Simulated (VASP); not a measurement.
Sn3Te, 4 atoms in the cell. It takes space group Pm-3m (No. 221, cubic). The conventional cell has a = 4.961 Å, b = 4.961 Å, c = 4.961 Å, α = 90.00°, β = 90.00°, γ = 90.00°. Te (site symmetry m-3m) has 12 Sn at 3.51 Å within 4.6 Å. Within 4.6 Å of Sn (site symmetry 4/mmm) lie 4 Te at 3.51 Å and 8 Sn at 3.51 Å. 

* Program: VASP 6.6.1
* Task: single point
* Functional: PBEsol
* Potentials or basis: VASP PAW PBE potentials, release 64 (Te, Sn_d)
* Cutoff: 520 eV
* k mesh: 6 × 6 × 6
* Occupations: fermi-dirac, width 0.05 eV
* Spin: no spin polarisation
* Dipole correction: no
* Further INCAR settings: ALGO = Normal; EDIFF = 1e-06; NBANDS = 32

Potentials or basis: VASP PAW PBE potentials, release 64 (Te, Sn_d).

Command:

```bash
$ cat potpaw_PBE.64/Te/POTCAR potpaw_PBE.64/Sn_d/POTCAR > POTCAR
$ mpirun -np 1 vasp_std > vasp.out
```

Hardware: 1 thread of Intel Xeon 8259CL, on a shared host.

How long does it take, and how much memory?

Run time: 100 s on 1 thread of Intel Xeon 8259CL (shared host), peak memory 0.27 GiB. Counts: scf iterations 11, k points 20.
